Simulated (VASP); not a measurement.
A run of VASP 6.6.1:

Contents of INCAR:

```
  PREC = Accurate
  ENCUT = 520
  EDIFF = 1E-6
  ISMEAR = -1
  SIGMA = 0.05
  LREAL = F
  LASPH = T
  NELM = 80
  ALGO = Normal
  ISIF = 2
  LWAVE = F
  LCHARG = T
  GGA = PS
  LELF = T
  LVHAR = T
  NBANDS = 11
```

Contents of KPOINTS:

```
regular mesh
0
Gamma
  16 16 16
```

The input POSCAR:

```
Hf
1.0
    0.0000000000      1.7532829585      1.7532829585
    1.7532829585      0.0000000000      1.7532829585
    1.7532829585      1.7532829585      0.0000000000
Hf
1
Direct
    0.0000000000      0.0000000000      0.0000000000
```

Potentials or basis: VASP PAW PBE potentials, release 64 (Hf_pv).

Launch:

```sh
$ cat potpaw_PBE.64/Hf_pv/POTCAR > POTCAR
$ mpirun -np 1 vasp_std > vasp.out
```

Hardware: 1 thread of Intel Xeon 8259CL, with other jobs on the host.

Estimate the wall time of this run.

Wall time 19 s on 1 thread of Intel Xeon 8259CL (shared host), peak memory 0.13 GiB. Counts: scf iterations 11, k points 145.
